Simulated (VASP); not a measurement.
Runs of VASP 6.6.1 on HfC. The structure is that of space group P6_3/mmc (No. 194), or close to it. The cells are those of the table. 

| cell | gap on the mesh (eV) | pressure (GPa) |
| --- | --- | --- |
| a = 3.365, b = 3.365, c = 5.237 Å, angles 90.0, 90.0, 120.0°, 4 atoms | none | -16.4 |
| a = 3.275, b = 3.275, c = 5.097 Å, angles 90.0, 90.0, 120.0°, 4 atoms | none | (a) |
| a = 3.387, b = 3.387, c = 5.271 Å, angles 90.0, 90.0, 120.0°, 4 atoms | none | -20.0 |
| a = 3.408, b = 3.408, c = 5.305 Å, angles 90.0, 90.0, 120.0°, 4 atoms | none | (b) |
| a = 3.298, b = 3.298, c = 5.132 Å, angles 90.0, 90.0, 120.0°, 4 atoms | none | -2.9 |
| a = 3.343, b = 3.343, c = 5.203 Å, angles 90.0, 90.0, 120.0°, 4 atoms | none | -12.3 |
| a = 3.320, b = 3.320, c = 5.168 Å, angles 90.0, 90.0, 120.0°, 4 atoms | none | -7.8 |

Alike in all rows: task single point; level LDA; potentials or basis VASP PAW LDA potentials, release 64 (Hf_pv, C); no spin polarisation; k mesh 8 × 8 × 5; cutoff (eV) 520; smearing fermi-dirac 0.1 eV.

Question: Estimate the missing entries.

Answer: (a) 2.7; (b) -23.3.

Caveats: spin-orbit coupling is left out, which moves the levels of the heavy elements.

A k mesh can miss the band edges, and the runs leave out spin-orbit coupling on Hf.

A gap of «none» marks levels without a gap at the run's occupations.
